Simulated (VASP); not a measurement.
# BaS (Fm-3m) in VASP: notebook

BaS is run at these levels: LDA, PBE; tasks: single point.

Program: VASP 6.6.1. These are calculated values, not measurements. Logs are shortened: lines on timing, memory, paths and dates and some standing lists are left out, and cuts for length are marked.

### 1 The cell of the first run

Symmetry: Fm-3m, No. 225, cubic system. Conventional cell: a = 6.424 Å, b = 6.424 Å, c = 6.424 Å, α = 90.00°, β = 90.00°, γ = 90.00°. Ba (site symmetry m-3m) has 6 S at 3.21 Å within 4.2 Å. Within 4.2 Å of S (site symmetry m-3m) lie 6 Ba at 3.21 Å.

### 2 Single point, LDA

Input file INCAR:

```
SYSTEM = BaS
PREC = Accurate
ENCUT = 520
EDIFF = 1E-6
ISMEAR = 0
SIGMA = 0.01
LREAL = .FALSE.
LASPH = .TRUE.
NELM = 60
ALGO = Normal
ISIF = 2
LWAVE = .FALSE.
LCHARG = .TRUE.
GGA = CA
LELF = .TRUE.
LVHAR = .TRUE.
NBANDS = 15
```

Input file KPOINTS:

```
regular mesh
0
G
  4 4 4
  0 0 0
```

Input file POSCAR:

```
BaS
1.0
    0.0000000000      3.2117958739      3.2117958739
    3.2117958739      0.0000000000      3.2117958739
    3.2117958739      3.2117958739      0.0000000000
Ba S
1 1
Direct
    0.0000000000      0.0000000000      0.0000000000
    0.5000000000      0.5000000000      0.5000000000
```

Potentials or basis: VASP PAW LDA potentials, release 64 (Ba_sv, S).

Launch:

```console
> cat potpaw_LDA.64/Ba_sv/POTCAR potpaw_LDA.64/S/POTCAR > POTCAR
> mpirun -np 1 vasp_std > vasp.out
```

OUTCAR:

```text
SYSTEM = BaS
   PREC = Accurate
   ENCUT = 520
   EDIFF = 1E-6
   ISMEAR = 0
   LREAL = .FALSE.
   LASPH = .TRUE.
   NELM = 60
   ISIF = 2
   GGA = CA

 ion  position               nearest neighbor table
   1  0.000  0.000  0.000-   2 3.21   2 3.21   2 3.21   2 3.21   2 3.21   2 3.21
   2  0.500  0.500  0.500-   1 3.21   1 3.21   1 3.21   1 3.21   1 3.21   1 3.21

  LATTYP: Found a face centered cubic cell.
 ALAT       =     6.4235917478

  Lattice vectors:

 A1 = (   0.0000000000,   3.2117958739,   3.2117958739)
 A2 = (   3.2117958739,   0.0000000000,   3.2117958739)
 A3 = (   3.2117958739,   3.2117958739,   0.0000000000)

Analysis of symmetry for initial positions (statically):
=====================================================================
 Subroutine PRICEL returns:
 Original cell was already a primitive cell.

 Routine SETGRP: Setting up the symmetry group for a
 face centered cubic supercell.

 Subroutine GETGRP returns: Found 48 space group operations
 (whereof 48 operations were pure point group operations)
 out of a pool of 48 trial point group operations.

The static configuration has the point symmetry O_h .

Analysis of symmetry for dynamics (positions and initial velocities):
=====================================================================
 Subroutine PRICEL returns:
 Original cell was already a primitive cell.

 Routine SETGRP: Setting up the symmetry group for a
 face centered cubic supercell.

 Subroutine GETGRP returns: Found 48 space group operations
 (whereof 48 operations were pure point group operations)
 out of a pool of 48 trial point group operations.

The dynamic configuration has the point symmetry O_h .

 Subroutine INISYM returns: Found 48 space group operations
 (whereof 48 operations are pure point group operations),
 and found     1 'primitive' translations

----------------------------------------------------------------------------------------

                                     Primitive cell

  volume of cell :      66.2634

  direct lattice vectors                    reciprocal lattice vectors
     0.000000000  3.211795874  3.211795874    -0.155676145  0.155676145  0.155676145
     3.211795874  0.000000000  3.211795874     0.155676145 -0.155676145  0.155676145
     3.211795874  3.211795874  0.000000000     0.155676145  0.155676145 -0.155676145

  length of vectors
     4.542165284  4.542165284  4.542165284     0.269638993  0.269638993  0.269638993

  position of ions in fractional coordinates (direct lattice)
     0.000000000  0.000000000  0.000000000
     0.500000000  0.500000000  0.500000000

  ion indices of the primitive-cell ions
[... 71 lines left out ...]
   EMIN   =  10.00;   EMAX   =-10.00  energy-range for DOS
   EFERMI =   0.00;   METHOD = LEGACY
   ISMEAR =     0;   SIGMA  =   0.01  broadening in eV -4-tet -1-fermi 0-gaus
   EFERMI_NEDOS =   21; number of points for ismear=-14 and -15
   IALGO  =     38    algorithm
   IMIX   =      4    mixing-type and parameters
     AMIX     =   0.40;   BMIX     =  1.00
     AMIX_MAG =   1.60;   BMIX_MAG =  1.00
  volume/ion in A,a.u.               =      33.13       223.58
  Fermi-wavevector in a.u.,A,eV,Ry     =   1.019429  1.926441 14.139651  1.039235
  Thomas-Fermi vector in A             =   2.152942
   LORBIT       =      0    0 simple, 1 ext, 2 COOP (PROOUT), +10 PAW based schemes
   GGA     = CA    functional components
   LHFCALC =     F    Hartree Fock is set to
   AEXX    =    0.0000 exact exchange contribution
   IVDW    =     0    specifies the selected vdW correction
   LEPSILON=     F    determine dielectric tensor
   LRPA    =     F    only Hartree local field effects (RPA)
 non-spin polarized calculation
 Gauss-broadening in eV      SIGMA  =   0.01
  energy-cutoff  :      520.00
  volume of cell :       66.26
 maximum number of plane-waves:      1812
 NGX is ok and might be reduce to    36
   NGX = 17   NGY = 17   NGZ = 17

 number of electron      16.0000002 magnetization

 Free energy of the ion-electron system (eV)
  ---------------------------------------------------
  ext. energy  EPLUGINS =         0.00000000
  ---------------------------------------------------
  free energy    TOTEN  =       -11.13892071 eV

  energy without entropy =      -11.13892071  energy(sigma->0) =      -11.13892071

 E-fermi :   1.2146     XC(G=0):  -8.9226

 val. band max:        1.1590705728   @ k =   0.0000   0.0000   0.0000
 cond. band min:       3.0833510019   @ k =   0.5000   0.5000   0.0000
 fundamental gap:      1.9242804291
 Fermi energy:         1.2146015172

 k-point     1 :       0.0000    0.0000    0.0000
  band No.  band energies     occupation
      1     -24.9024      2.00000
      2      -9.9772      2.00000
      3      -9.9772      2.00000
      4      -9.9772      2.00000
      5      -9.1293      2.00000
      6       1.1591      2.00000
      7       1.1591      2.00000
      8       1.1591      2.00000
      9       4.3844      0.00000
     10       4.8504      0.00000
     11       4.8504      0.00000
     12       4.8504      0.00000
     13       5.8171      0.00000
     14       5.8171      0.00000
[... 113 lines left out ...]
      2     -10.4791      2.00000
      3     -10.3129      2.00000
      4     -10.3129      2.00000
      5      -8.5222      2.00000
      6       0.0301      2.00000
      7       0.6347      2.00000
      8       0.6347      2.00000
      9       5.2555      0.00000
     10       5.2555      0.00000
     11       7.2490      0.00000
     12       7.8180      0.00000
     13       8.4876      0.00000
     14      10.3711      0.00000
     15      11.4699      0.00000

------------------------ aborting loop because EDIFF is reached ----------------------------------------

  FORCE on cell =-STRESS in cart. coord.  units (eV):
  Direction    XX          YY          ZZ          XY          YZ          ZX
  --------------------------------------------------------------------------------------
  -------------------------------------------------------------------------------------
  Total       -1.0246896     -1.0246896     -1.0246896     -0.0000000     -0.0000000      0.0000000
  in kB      -24.7758820    -24.7758820    -24.7758820     -0.0000000     -0.0000000      0.0000000
  external PRESSURE =     -24.7758820 kB  Pullay stress =       0.0000000 kB

 VOLUME and BASIS-vectors are now :
 -----------------------------------------------------------------------------
  energy-cutoff  :      520.00
  volume of cell :       66.26
      direct lattice vectors                 reciprocal lattice vectors
     0.000000000  3.211795874  3.211795874    -0.155676145  0.155676145  0.155676145
     3.211795874  0.000000000  3.211795874     0.155676145 -0.155676145  0.155676145
     3.211795874  3.211795874  0.000000000     0.155676145  0.155676145 -0.155676145

 POSITION                                       TOTAL-FORCE (eV/Angst)
 -----------------------------------------------------------------------------------
      0.00000      0.00000      0.00000         0.000000      0.000000      0.000000
      3.21180      3.21180      3.21180        -0.000000     -0.000000     -0.000000
 -----------------------------------------------------------------------------------
    total drift:                                0.000000      0.000000      0.000000

  FREE ENERGIE OF THE ION-ELECTRON SYSTEM (eV)
  ---------------------------------------------------
  free  energy   TOTEN  =       -11.1389207068 eV

  energy  without entropy=      -11.1389207068  energy(sigma->0) =      -11.13892071
```

OSZICAR:

```text
N       E                     dE             d eps       ncg     rms          rms(c)
DAV:   1     0.819409849102E+02    0.81941E+02   -0.70201E+03   240   0.945E+02
DAV:   2    -0.657460994630E+01   -0.88516E+02   -0.79552E+02   332   0.161E+02
DAV:   3    -0.115622430401E+02   -0.49876E+01   -0.49493E+01   318   0.417E+01
DAV:   4    -0.116722990569E+02   -0.11006E+00   -0.11003E+00   320   0.643E+00
DAV:   5    -0.116758180324E+02   -0.35190E-02   -0.35190E-02   311   0.933E-01    0.474E+00
DAV:   6    -0.111666314270E+02    0.50919E+00   -0.69651E-01   275   0.485E+00    0.327E+00
DAV:   7    -0.111440216573E+02    0.22610E-01   -0.13754E-01   290   0.200E+00    0.191E+00
DAV:   8    -0.111396713712E+02    0.43503E-02   -0.20465E-02   268   0.794E-01    0.222E-01
DAV:   9    -0.111387576334E+02    0.91374E-03   -0.23851E-03   289   0.282E-01    0.148E-01
DAV:  10    -0.111389261764E+02   -0.16854E-03   -0.20990E-04   275   0.972E-02    0.285E-02
DAV:  11    -0.111389200283E+02    0.61480E-05   -0.34492E-05   317   0.324E-02    0.114E-02
DAV:  12    -0.111389207068E+02   -0.67842E-06   -0.29735E-06   282   0.935E-03
   1 F= -.11138921E+02 E0= -.11138921E+02  d E =-.107159E-16
```

Run time: 7.1 s. Hardware: 1 thread of Intel Xeon 6975P-C, shared host; peak memory 0.17 GiB.

Results:

```
Free energy            : -11.1389 eV
Pressure               : -2.5 GPa
Band gap on the k mesh : 1.92 eV, indirect (least direct gap 2.07 eV)
```

Levels at points of the mesh, in eV from the valence-band top:
```tsv
k point	band 5	band 6	band 7	band 8	band 9	band 10	band 11	band 12
(0.00, 0.00, 0.00)	-10.29	0.00	0.00	0.00	3.23	3.69	3.69	3.69
(0.50, 0.00, 0.00)	-9.10	-1.99	-1.09	-1.09	5.33	5.41	6.10	6.10
(0.50, 0.50, 0.00)	-10.19	-0.56	-0.15	-0.15	1.92	5.73	5.81	7.31
```

Caveat: the k points lie up to 0.42 Å⁻¹ apart; spin-orbit coupling is left out, which moves the levels of the heavy elements. A k mesh can miss the band edges.

### 3 Single point, PBE

Input file INCAR:

```
PREC = Accurate
ENCUT = 520
EDIFF = 1E-7
ISMEAR = 0
SIGMA = 0.01
LREAL = F
LASPH = T
NELM = 60
ALGO = Normal
ISIF = 2
LWAVE = F
LCHARG = F
GGA = PE
NBANDS = 15
```

Input file KPOINTS:

```
regular mesh
0
Gamma
  6 6 6
```

POSCAR is that of step 2.

Potentials or basis: VASP PAW PBE potentials, release 64 (Ba_sv, S).

Launch:

```console
> cat potpaw_PBE.64/Ba_sv/POTCAR potpaw_PBE.64/S/POTCAR > POTCAR
> mpirun -np 1 vasp_std > vasp.out
```

OUTCAR:

```text
PREC = Accurate
   ENCUT = 520
   EDIFF = 1E-7
   ISMEAR = 0
   LREAL = F
   LASPH = T
   NELM = 60
   ISIF = 2
   GGA = PE

 ion  position               nearest neighbor table
   1  0.000  0.000  0.000-   2 3.21   2 3.21   2 3.21   2 3.21   2 3.21   2 3.21
   2  0.500  0.500  0.500-   1 3.21   1 3.21   1 3.21   1 3.21   1 3.21   1 3.21

  LATTYP: Found a face centered cubic cell.
 ALAT       =     6.4235917478

  Lattice vectors:

 A1 = (   0.0000000000,   3.2117958739,   3.2117958739)
 A2 = (   3.2117958739,   0.0000000000,   3.2117958739)
 A3 = (   3.2117958739,   3.2117958739,   0.0000000000)

Analysis of symmetry for initial positions (statically):
=====================================================================
 Subroutine PRICEL returns:
 Original cell was already a primitive cell.

 Routine SETGRP: Setting up the symmetry group for a
 face centered cubic supercell.

 Subroutine GETGRP returns: Found 48 space group operations
 (whereof 48 operations were pure point group operations)
 out of a pool of 48 trial point group operations.

The static configuration has the point symmetry O_h .

Analysis of symmetry for dynamics (positions and initial velocities):
=====================================================================
 Subroutine PRICEL returns:
 Original cell was already a primitive cell.

 Routine SETGRP: Setting up the symmetry group for a
 face centered cubic supercell.

 Subroutine GETGRP returns: Found 48 space group operations
 (whereof 48 operations were pure point group operations)
 out of a pool of 48 trial point group operations.

The dynamic configuration has the point symmetry O_h .

 Subroutine INISYM returns: Found 48 space group operations
 (whereof 48 operations are pure point group operations),
 and found     1 'primitive' translations

[... 111 lines left out ...]
   LHFCALC =     F    Hartree Fock is set to
   AEXX    =    0.0000 exact exchange contribution
   IVDW    =     0    specifies the selected vdW correction
   LEPSILON=     F    determine dielectric tensor
   LRPA    =     F    only Hartree local field effects (RPA)
 non-spin polarized calculation
 Gauss-broadening in eV      SIGMA  =   0.01
  energy-cutoff  :      520.00
  volume of cell :       66.26
 maximum number of plane-waves:      1807
 NGX is ok and might be reduce to    36
   NGX = 17   NGY = 17   NGZ = 17

 number of electron      16.0000002 magnetization

 Free energy of the ion-electron system (eV)
  ---------------------------------------------------
  ext. energy  EPLUGINS =         0.00000000
  ---------------------------------------------------
  free energy    TOTEN  =       -10.19189785 eV

  energy without entropy =      -10.19189785  energy(sigma->0) =      -10.19189785

 E-fermi :   1.4087     XC(G=0):  -8.5557

 val. band max:        1.3671409492   @ k =   0.0000   0.0000   0.0000
 cond. band min:       3.5019974535   @ k =   0.5000   0.5000   0.0000
 fundamental gap:      2.1348565043
 Fermi energy:         1.4086946831

 k-point     1 :       0.0000    0.0000    0.0000
  band No.  band energies     occupation
      1     -24.7616      2.00000
      2      -9.8190      2.00000
      3      -9.8190      2.00000
      4      -9.8190      2.00000
      5      -8.9674      2.00000
      6       1.3671      2.00000
      7       1.3671      2.00000
      8       1.3671      2.00000
      9       4.8846      0.00000
     10       5.2328      0.00000
     11       5.2328      0.00000
     12       5.2328      0.00000
     13       6.1410      0.00000
     14       6.1410      0.00000
[... 257 lines left out ...]
      2     -10.2457      2.00000
      3     -10.2065      2.00000
      4     -10.0692      2.00000
      5      -8.4885      2.00000
      6       0.4868      2.00000
      7       0.8241      2.00000
      8       0.9766      2.00000
      9       4.5738      0.00000
     10       6.8590      0.00000
     11       7.4721      0.00000
     12       8.2523      0.00000
     13       8.7873      0.00000
     14       9.5725      0.00000
     15      11.0728      0.00000

------------------------ aborting loop because EDIFF is reached ----------------------------------------

  FORCE on cell =-STRESS in cart. coord.  units (eV):
  Direction    XX          YY          ZZ          XY          YZ          ZX
  --------------------------------------------------------------------------------------
  -------------------------------------------------------------------------------------
  Total        0.2701658      0.2701658      0.2701658      0.0000000     -0.0000000      0.0000000
  in kB        6.5323161      6.5323161      6.5323161      0.0000000     -0.0000000      0.0000000
  external PRESSURE =       6.5323161 kB  Pullay stress =       0.0000000 kB

 VOLUME and BASIS-vectors are now :
 -----------------------------------------------------------------------------
  energy-cutoff  :      520.00
  volume of cell :       66.26
      direct lattice vectors                 reciprocal lattice vectors
     0.000000000  3.211795874  3.211795874    -0.155676145  0.155676145  0.155676145
     3.211795874  0.000000000  3.211795874     0.155676145 -0.155676145  0.155676145
     3.211795874  3.211795874  0.000000000     0.155676145  0.155676145 -0.155676145

 POSITION                                       TOTAL-FORCE (eV/Angst)
 -----------------------------------------------------------------------------------
      0.00000      0.00000      0.00000         0.000000      0.000000      0.000000
      3.21180      3.21180      3.21180         0.000000     -0.000000     -0.000000
 -----------------------------------------------------------------------------------
    total drift:                                0.000000      0.000000      0.000000

  FREE ENERGIE OF THE ION-ELECTRON SYSTEM (eV)
  ---------------------------------------------------
  free  energy   TOTEN  =       -10.1918978536 eV

  energy  without entropy=      -10.1918978535  energy(sigma->0) =      -10.19189785
```

stdout:

```text
POSCAR found type information on POSCAR BaS
 POSCAR found :  2 types and       2 ions
 scaLAPACK will be used
 LDA part: xc-table for (Slater+PW92), standard interpolation
 POSCAR, INCAR and KPOINTS ok, starting setup
 FFT: planning ... GRIDC
 FFT: planning ... GRID_SOFT
 FFT: planning ... GRID
 WAVECAR not read
 entering main loop
```

It took 17 s on 1 thread of Intel Xeon 6975P-C, shared host; peak memory 0.21 GiB.

Results:

```
Free energy            : -10.1919 eV
Pressure               : 0.7 GPa
Band gap on the k mesh : 2.13 eV, indirect (least direct gap 2.28 eV)
```

Caveat: spin-orbit coupling is left out, which moves the levels of the heavy elements. A k mesh can miss the band edges.

### 4 Single point, LDA

Input file INCAR:

```
SYSTEM = BaS
PREC = Accurate
ENCUT = 520
EDIFF = 1E-6
ISMEAR = 0
SIGMA = 0.01
LREAL = .FALSE.
LASPH = .TRUE.
NELM = 80
ALGO = Normal
ISIF = 2
LWAVE = .FALSE.
LCHARG = .FALSE.
GGA = CA
NBANDS = 15
```

Input file KPOINTS:

```
regular mesh
0
G
  6 6 6
  0 0 0
```

POSCAR is that of step 3.

Potentials or basis: VASP PAW LDA potentials, release 64 (Ba_sv, S).

Launch:

```console
> cat potpaw_LDA.64/Ba_sv/POTCAR potpaw_LDA.64/S/POTCAR > POTCAR
> mpirun -np 1 vasp_std > vasp.out
```

It took 12 s on 1 thread of Intel Xeon 6975P-C, shared host; peak memory 0.17 GiB.

The run converged. Its results:

```
Free energy            : -11.1447 eV
Pressure               : -2.5 GPa
Band gap on the k mesh : 1.93 eV, indirect (least direct gap 2.08 eV)
```

Levels at points of the mesh, in eV from the valence-band top:
```csv
k point,band 4,band 5,band 6,band 7,band 8,band 9,band 10,band 11,band 12,band 13
"(0.00, 0.00, 0.00)",-11.13,-10.29,0.00,0.00,0.00,3.23,3.70,3.70,3.70,4.66
"(0.50, 0.00, 0.00)",-11.17,-9.09,-1.98,-1.08,-1.08,5.33,5.42,6.11,6.11,8.75
"(0.50, 0.50, 0.00)",-11.32,-10.19,-0.56,-0.15,-0.15,1.93,5.73,5.82,7.31,7.31
```

Caveat: spin-orbit coupling is left out, which moves the levels of the heavy elements. As with any semilocal functional, this LDA gap is likely too small.

### 5 Overview

| level | potentials or basis | k mesh | gap on the mesh (eV) | pressure (GPa) |
| --- | --- | --- | --- | --- |
| LDA | VASP PAW LDA potentials, release 64 (Ba_sv, S) | 4 × 4 × 4 | 1.92 | -2.5 |
| PBE | VASP PAW PBE potentials, release 64 (Ba_sv, S) | 6 × 6 × 6 | 2.13 | 0.7 |
| LDA | VASP PAW LDA potentials, release 64 (Ba_sv, S) | 6 × 6 × 6 | 1.93 | -2.5 |

Alike in all rows: task single point; no spin polarisation; cell as given; cutoff (eV) 520; smearing gaussian 0.01 eV.

Caveats: some runs use coarse meshes; spin-orbit coupling is left out, which moves the levels of the heavy elements.

Total energies depend on the potentials used, so only differences within one code and one set of settings carry meaning.
